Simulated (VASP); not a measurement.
Write the native input for VASP 6.6.1 that does the following.

| Item | Value |
| --- | --- |
| Task | single point |
| Functional | PBE |
| Potentials or basis | VASP PAW PBE potentials, release 64 (Li_sv, Se) |
| Cutoff | 520 eV |
| k mesh | 12 × 12 × 12 |
| Occupations | gaussian, width 0.1 eV |
| Spin | no spin polarisation |
| Dipole correction | no |
| Further INCAR settings | ALGO = Normal; EDIFF = 1e-06; NBANDS = 14 |

The structure of LiSe2 lies in POSCAR:

```
LiSe2
1.0
    0.0000000000      3.0991163400      3.0991163400
    3.0991163400      0.0000000000      3.0991163400
    3.0991163400      3.0991163400      0.0000000000
Li Se
1 2
Direct
    0.0000000000      0.0000000000      0.0000000000
    0.2500000000      0.2500000000      0.2500000000
    0.7500000000      0.7500000000      0.7500000000
```

One way to write it, as run:

INCAR

```
SYSTEM = LiSe2
ALGO = Normal
EDIFF = 1E-6
ENCUT = 520
GGA = PE
ISIF = 2
ISMEAR = 0
LASPH = .TRUE.
LCHARG = .FALSE.
LREAL = .FALSE.
LWAVE = .FALSE.
NBANDS = 14
NELM = 100
PREC = Accurate
SIGMA = 0.1
```

KPOINTS

```
k-points
0
G
  12 12 12
  0 0 0
```

Potentials or basis: VASP PAW PBE potentials, release 64 (Li_sv, Se).

Launch:

```sh
$ cat potpaw_PBE.64/Li_sv/POTCAR potpaw_PBE.64/Se/POTCAR > POTCAR
$ mpirun -np 1 vasp_std > vasp.out
```

Run time: 120 s on 1 thread of Oxide Virtual Turin-like Processor (shared host), peak memory 0.19 GiB.
